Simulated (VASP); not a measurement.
# Be16Se5S11 (P1) in VASP: notebook

Runs on Be16Se5S11. Level: PBEsol. Tasks: single point, relaxation of volume and atoms at fixed shape.

Everything below comes from runs of VASP 6.6.1. Logs are shortened: lines on timing, memory, paths and dates and some standing lists are left out, and cuts for length are marked.

### 1 The cell of the first run

The typed cell holds 64 atoms: a = 9.857 Å, b = 9.857 Å, c = 9.857 Å, α = 90.00°, β = 90.00°, γ = 90.00°.

### 2 Single point, PBEsol

INCAR

```
SYSTEM = Be16Se5S11
PREC     = Accurate       ! precision mode
ENCUT    = 500            ! plane-wave cutoff, eV
EDIFF    = 1E-6           ! SCF threshold, eV
ISMEAR   = -1             ! smearing method
SIGMA    = 0.05           ! smearing width, eV
LREAL    = Auto         
LASPH    = .TRUE.         ! aspherical terms in the spheres
NELM     = 120            ! most SCF steps
ALGO     = Normal         ! electronic algorithm
ISIF     = 2              ! what is computed and relaxed
LWAVE    = .FALSE.        ! write WAVECAR
LCHARG   = .FALSE.        ! write CHGCAR
GGA      = PS             ! functional
ISYM     = -1           
NBANDS   = 166            ! bands
GGA_COMPAT= .FALSE.
```

KPOINTS

```
explicit points
1
Reciprocal
  0.25000000   0.25000000   0.25000000 1
```

POSCAR

```
Be16Se5S11
1.0
    9.8573458395      0.0000000000      0.0000000000
    0.0000000000      9.8573458395      0.0000000000
    0.0000000000      0.0000000000      9.8573458395
Be S Se
32 22 10
Direct
    0.9997770000      0.9999710000      0.0013220000
    0.0021530000      0.9992520000      0.5006650000
    0.0014600000      0.4998750000      0.0019570000
    0.9994320000      0.4991320000      0.4905710000
    0.4895880000      0.9991250000      0.0011290000
    0.4951850000      0.0046940000      0.5053740000
    0.5101750000      0.4991770000      0.0017250000
    0.4944580000      0.5049550000      0.4954050000
    0.2441460000      0.2443400000      0.9969600000
    0.2426770000      0.2442330000      0.4961300000
    0.2427110000      0.7550130000      0.0063060000
    0.2533350000      0.7570240000      0.4955080000
    0.7568480000      0.2540440000      0.9967560000
    0.7503060000      0.2396800000      0.5007510000
    0.7552870000      0.7469020000      0.0062050000
    0.7613360000      0.7505300000      0.5003690000
    0.2476240000      0.9996890000      0.2506230000
    0.2480390000      0.9995420000      0.7502630000
    0.2435330000      0.5047770000      0.2537410000
    0.2432930000      0.4939340000      0.7563360000
    0.7607670000      0.9990150000      0.2496840000
    0.7556060000      0.0046890000      0.7467540000
    0.7559820000      0.5038390000      0.2453760000
    0.7512670000      0.4999060000      0.7603000000
    0.0001500000      0.2497110000      0.2490120000
    0.0057540000      0.2438870000      0.7547720000
    0.0016160000      0.7512750000      0.2503500000
    0.9954170000      0.7556770000      0.7563620000
    0.4938190000      0.2438890000      0.2557330000
    0.5051970000      0.2447890000      0.7561490000
    0.4957680000      0.7461590000      0.2445070000
    0.4940860000      0.7566100000      0.7450150000
    0.1234770000      0.1236000000      0.1259030000
    0.1249910000      0.1221500000      0.6260200000
    0.1224930000      0.6269170000      0.1273540000
    0.6256170000      0.1235160000      0.6275630000
    0.6284010000      0.6255200000      0.1259800000
    0.3703990000      0.8755180000      0.1273060000
    0.3718720000      0.8797130000      0.6244900000
    0.8785770000      0.3762590000      0.1246690000
    0.8798610000      0.8742410000      0.1260000000
    0.8785310000      0.8781360000      0.6262010000
    0.3702430000      0.1221830000      0.3773150000
    0.3719950000      0.1234940000      0.8750310000
    0.3719480000      0.6285520000      0.3727350000
    0.8797770000      0.1234180000      0.3757330000
    0.8785560000      0.1248190000      0.8762620000
    0.8785770000      0.6268680000      0.3716200000
    0.8772370000      0.6256120000      0.8803780000
    0.1235030000      0.3737410000      0.3728220000
    0.1222790000      0.3719470000      0.8791000000
    0.1250310000      0.8767930000      0.3745340000
    0.1234360000      0.8778850000      0.8776730000
    0.6287640000      0.3736760000      0.8777930000
    0.1235420000      0.6278400000      0.6248030000
    0.6267660000      0.1246660000      0.1246820000
    0.6268960000      0.6267120000      0.6259140000
    0.3722470000      0.3748890000      0.1258750000
    0.3734060000      0.3711300000      0.6260190000
    0.8770070000      0.3723630000      0.6270590000
    0.3734550000      0.6266400000      0.8787810000
    0.6267240000      0.3748910000      0.3744480000
    0.6255940000      0.8753710000      0.3755900000
    0.6265760000      0.8766170000      0.8763020000
```

Potentials or basis: VASP PAW PBE potentials, release 64 (Be, S, Se).

Run with:

```
> cat potpaw_PBE.64/Be/POTCAR potpaw_PBE.64/S/POTCAR potpaw_PBE.64/Se/POTCAR > POTCAR
> mpirun -np 1 vasp_std > vasp.out
```

OUTCAR:

```text
SYSTEM = Be16Se5S11
   PREC = Accurate
   ENCUT = 500
   EDIFF = 1E-6
   ISMEAR = -1
   LREAL = Auto
   LASPH = .TRUE.
   NELM = 120
   ISIF = 2
   GGA = PS
   ISYM = -1

 ion  position               nearest neighbor table
   1  1.000  1.000  0.001-  53 2.10  41 2.11  47 2.11  33 2.12
   2  0.002  0.999  0.501-  42 2.11  34 2.11  46 2.11  52 2.11
   3  0.001  0.500  0.002-  40 2.10  49 2.11  51 2.12  35 2.13
   4  0.999  0.499  0.491-  50 2.09  48 2.09  60 2.20  55 2.20
   5  0.490  0.999  0.001-  44 2.10  38 2.10  64 2.19  56 2.20
   6  0.495  0.005  0.505-  39 2.09  43 2.11  36 2.12  63 2.22
[... 56 lines left out ...]
  63  0.626  0.875  0.376-  21 2.19  16 2.19   6 2.22  31 2.22
  64  0.627  0.877  0.876-  32 2.19   5 2.19  22 2.20  15 2.21

IMPORTANT INFORMATION: All symmetrisations will be switched off!
NOSYMM: (Re-)initialisation of all symmetry stuff for point group C_1.

----------------------------------------------------------------------------------------

                                     Primitive cell

  volume of cell :     957.8114

  direct lattice vectors                    reciprocal lattice vectors
     9.857345840  0.000000000  0.000000000     0.101447186  0.000000000  0.000000000
     0.000000000  9.857345840  0.000000000     0.000000000  0.101447186  0.000000000
     0.000000000  0.000000000  9.857345840     0.000000000  0.000000000  0.101447186

  length of vectors
     9.857345840  9.857345840  9.857345840     0.101447186  0.101447186  0.101447186

  position of ions in fractional coordinates (direct lattice)
     0.999777000  0.999971000  0.001322000
     0.002153000  0.999252000  0.500665000
     0.001460000  0.499875000  0.001957000
     0.999432000  0.499132000  0.490571000
     0.489588000  0.999125000  0.001129000
     0.495185000  0.004694000  0.505374000
[... 56 lines left out ...]
     0.625594000  0.875371000  0.375590000
     0.626576000  0.876617000  0.876302000

  ion indices of the primitive-cell ions
   primitive index   ion index
                 1           1
                 2           2
                 3           3
                 4           4
                 5           5
                 6           6
[... 56 lines left out ...]
                63          63
                64          64

----------------------------------------------------------------------------------------

 KPOINTS: explicit points

Read explicit list of k-points.

 Found      1 k-points:

 Following reciprocal coordinates:
            Coordinates               Weight
  0.250000  0.250000  0.250000      1.000000
   k-points           NKPTS =      1   k-points in BZ     NKDIM =      1   number of bands    NBANDS=    166
   number of dos      NEDOS =    301   number of ions     NIONS =     64
   total plane-waves  NPLWV = 373248
   dimension x,y,z NGX =    72 NGY =   72 NGZ =   72
   dimension x,y,z NGXF=   144 NGYF=  144 NGZF=  144
   ions per type =              32  22  10
   NGX,Y,Z   is equivalent  to a cutoff of  12.14, 12.14, 12.14 a.u.
   NGXF,Y,Z  is equivalent  to a cutoff of  24.29, 24.29, 24.29 a.u.
 SYSTEM =  Be16Se5S11
   PREC   = accura    normal or accurate (medium, high low for compatibility)
   ISTART =      0    job   : 0-new  1-cont  2-samecut
   ICHARG =      2    charge: 1-file 2-atom 10-const
   ISPIN  =      1    spin polarized calculation?
   LNONCOLLINEAR =      F non collinear calculations
   LSORBIT =      F    spin-orbit coupling
   LASPH  =      T    aspherical Exc in radial PAW
   ENCUT  =  500.0 eV  36.75 Ry    6.06 a.u.  17.97 17.97 17.97*2*pi/ulx,y,z
   NELM   =    120;   NELMIN=  2; NELMDL= -5     # of ELM steps
   EDIFF  = 0.1E-05   stopping-criterion for ELM
   LREAL  =      T    real-space projection
   EDIFFG = 0.1E-04   stopping-criterion for IOM
   NSW    =      0    number of steps for IOM
   IBRION =     -1    ionic relax: 0-MD 1-quasi-New 2-CG
   NFREE  =      0    steps in history (QN), initial steepest desc. (CG)
   ISIF   =      2    stress and relaxation
   ISYM   =     -1    0-nonsym 1-usesym 2-fastsym
[... 1 lines left out ...]
   TEBEG  =    0.0;   TEEND  =   0.0 temperature during run
   PSTRESS=    0.0 pullay stress
   NELECT =     256.0000    total number of electrons
   NUPDOWN=      -1.0000    fix difference up-down
   EMIN   =  10.00;   EMAX   =-10.00  energy-range for DOS
   EFERMI =   0.00;   METHOD = LEGACY
   ISMEAR =    -1;   SIGMA  =   0.05  broadening in eV -4-tet -1-fermi 0-gaus
   EFERMI_NEDOS =   21; number of points for ismear=-14 and -15
   IALGO  =     38    algorithm
   IMIX   =      4    mixing-type and parameters
     AMIX     =   0.40;   BMIX     =  1.00
     AMIX_MAG =   1.60;   BMIX_MAG =  1.00
  volume/ion in A,a.u.               =      14.97       100.99
  Fermi-wavevector in a.u.,A,eV,Ry     =   1.054536  1.992784 15.130312  1.112047
  Thomas-Fermi vector in A             =   2.189700
   LORBIT       =      0    0 simple, 1 ext, 2 COOP (PROOUT), +10 PAW based schemes
   GGA     = PS    functional components
   LHFCALC =     F    Hartree Fock is set to
   AEXX    =    0.0000 exact exchange contribution
   IVDW    =     0    specifies the selected vdW correction
   LEPSILON=     F    determine dielectric tensor
   LRPA    =     F    only Hartree local field effects (RPA)
 non-spin polarized calculation
  energy-cutoff  :      500.00
  volume of cell :      957.81
 maximum number of plane-waves:     24282
 NGX is ok and might be reduce to    72
   NGX = 35   NGY = 35   NGZ = 35

 number of electron     256.0000010 magnetization

 Free energy of the ion-electron system (eV)
  ---------------------------------------------------
  ext. energy  EPLUGINS =         0.00000000
  ---------------------------------------------------
  free energy    TOTEN  =      -326.24853237 eV

  energy without entropy =     -326.24853237  energy(sigma->0) =     -326.24853237

 E-fermi :   5.0510     XC(G=0):  -9.8372

 val. band max:        3.8180601755   @ k =   0.2500   0.2500   0.2500
 cond. band min:       7.2781469069   @ k =   0.2500   0.2500   0.2500
 fundamental gap:      3.4600867313
 Fermi energy:         5.0510381350

 k-point     1 :       0.2500    0.2500    0.2500
  band No.  band energies     occupation
      1      -9.7025      2.00000
      2      -9.2980      2.00000
      3      -9.2643      2.00000
      4      -9.2408      2.00000
      5      -8.9298      2.00000
      6      -8.8928      2.00000
[... 132 lines left out ...]
    139       8.8550      0.00000
    140       8.8755      0.00000
 [bands above 140 left out]

------------------------ aborting loop because EDIFF is reached ----------------------------------------

  FORCE on cell =-STRESS in cart. coord.  units (eV):
  Direction    XX          YY          ZZ          XY          YZ          ZX
  --------------------------------------------------------------------------------------
  -------------------------------------------------------------------------------------
  Total        1.0086642      1.1699165      1.2209309     -3.7896947     -3.8731968     -3.8229149
  in kB        1.6872414      1.9569758      2.0423100     -6.3392054     -6.4788835     -6.3947745
  external PRESSURE =       1.8955091 kB  Pullay stress =       0.0000000 kB

 VOLUME and BASIS-vectors are now :
 -----------------------------------------------------------------------------
  energy-cutoff  :      500.00
  volume of cell :      957.81
      direct lattice vectors                 reciprocal lattice vectors
     9.857345840  0.000000000  0.000000000     0.101447186  0.000000000  0.000000000
     0.000000000  9.857345840  0.000000000     0.000000000  0.101447186  0.000000000
     0.000000000  0.000000000  9.857345840     0.000000000  0.000000000  0.101447186

 POSITION                                       TOTAL-FORCE (eV/Angst)
 -----------------------------------------------------------------------------------
      9.85515      9.85706      0.01303         0.007969     -0.003668     -0.001449
      0.02122      9.84997      4.93523         0.011075     -0.007759     -0.002073
      0.01439      4.92744      0.01929         0.001523      0.008075      0.003849
      9.85175      4.92012      4.83573         0.001511      0.005178     -0.015375
      4.82604      9.84872      0.01113        -0.020723     -0.005789      0.002207
      4.88121      0.04627      4.98165        -0.009381     -0.000756      0.002065
[... 56 lines left out ...]
      6.16670      8.62883      3.70232         0.003045      0.006832      0.011484
      6.17638      8.64112      8.63801         0.005842      0.001582     -0.001946
 -----------------------------------------------------------------------------------
    total drift:                                0.020728     -0.018508      0.020701

  FREE ENERGIE OF THE ION-ELECTRON SYSTEM (eV)
  ---------------------------------------------------
  free  energy   TOTEN  =      -326.2485323706 eV

  energy  without entropy=     -326.2485323705  energy(sigma->0) =     -326.24853237
```

Run time: 4.8 min. Hardware: 1 thread of Intel Xeon Platinum 8488C (Sapphire Rapids), shared host; peak memory 0.76 GiB.

What came out:

| Item | Value |
| --- | --- |
| Free energy | -326.2485 eV |
| Pressure | 0.2 GPa |
| Largest force | 0.023 eV/Å |
| Band gap on the k mesh | 3.46 eV |

Forces in eV/Å, atoms in the order of the input:
```
Be   0.008 -0.004 -0.001
Be   0.011 -0.008 -0.002
Be   0.002  0.008  0.004
Be   0.002  0.005 -0.015
Be  -0.021 -0.006  0.002
Be  -0.009 -0.001  0.002
Be   0.007  0.005  0.000
Be  -0.015  0.015 -0.010
Be  -0.012 -0.012 -0.004
Be  -0.011 -0.009 -0.006
Be  -0.011  0.009  0.009
Be   0.000  0.011 -0.007
Be   0.015  0.000 -0.004
Be   0.004 -0.018 -0.004
Be   0.011  0.003  0.005
Be   0.018  0.005 -0.003
Be  -0.007 -0.001 -0.001
Be  -0.004 -0.008  0.004
Be  -0.011  0.013  0.003
Be  -0.014  0.000  0.008
Be   0.019 -0.007 -0.002
Be   0.013 -0.001 -0.003
Be   0.012  0.014 -0.012
Be   0.006  0.005  0.013
Be   0.004 -0.005 -0.001
Be   0.013 -0.012  0.005
Be   0.009  0.009 -0.004
Be  -0.003  0.008  0.010
Be  -0.013 -0.011  0.005
Be   0.003 -0.010  0.009
Be  -0.013  0.000 -0.010
Be  -0.014  0.012 -0.007
S   -0.003  0.002  0.003
S   -0.006  0.004  0.005
S   -0.004 -0.009  0.000
S   -0.005  0.006  0.008
S    0.003 -0.012  0.012
S    0.013 -0.004 -0.002
S    0.007  0.002  0.001
S   -0.007  0.002 -0.002
S   -0.015 -0.001  0.000
S   -0.011  0.003 -0.003
S    0.011  0.006 -0.004
S    0.004  0.004 -0.002
S    0.007 -0.010  0.003
S   -0.012  0.014  0.000
S   -0.010  0.009  0.003
S   -0.013 -0.013  0.009
S   -0.002 -0.010 -0.003
S   -0.003 -0.005 -0.003
S    0.007 -0.002 -0.006
S   -0.008  0.007  0.000
S    0.001  0.007 -0.005
S   -0.007 -0.002 -0.009
Se   0.003  0.000 -0.002
Se   0.009  0.009 -0.003
Se   0.007 -0.010  0.004
Se   0.003  0.000 -0.001
Se   0.008 -0.007  0.000
Se  -0.005  0.000  0.003
Se   0.008 -0.008  0.001
Se   0.013 -0.002  0.005
Se   0.003  0.007  0.011
Se   0.006  0.002 -0.002
```

Stress tensor (GPa, compression positive):
```
 0.17 -0.63 -0.64
-0.63  0.20 -0.65
-0.64 -0.65  0.20
```

Caveat: the PAW data sets were made with another functional, which shifts forces and pressure a little; a shifted mesh leaves out Γ, where band edges can lie. A k mesh can miss the band edges.

(Part 1 of 2 ends here.)
